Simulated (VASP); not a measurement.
Here is a VASP 6.6.1 calculation.

The input INCAR:

```
SYSTEM = Ag
ALGO = Normal
EDIFF = 1E-6
ENCUT = 520
GGA = CA
ISIF = 2
ISMEAR = -1
LASPH = .TRUE.
LCHARG = .FALSE.
LREAL = .FALSE.
LWAVE = .FALSE.
NBANDS = 12
NELM = 60
PREC = Accurate
SIGMA = 0.05
```

The input KPOINTS:

```
k-points
0
G
  15 15 15
  0 0 0
```

The input POSCAR:

```
Ag
1.0
    0.0000000000      2.0633300285      2.0633300285
    2.0633300285      0.0000000000      2.0633300285
    2.0633300285      2.0633300285      0.0000000000
Ag
1
Direct
    0.0000000000      0.0000000000      0.0000000000
```

Potentials or basis: VASP PAW LDA potentials, release 64 (Ag).

The run is started by

```sh
$ cat potpaw_LDA.64/Ag/POTCAR > POTCAR
$ mpirun -np 1 vasp_std > vasp.out
```

Task: What does it give for the pressure?

Result: -9.8 GPa.
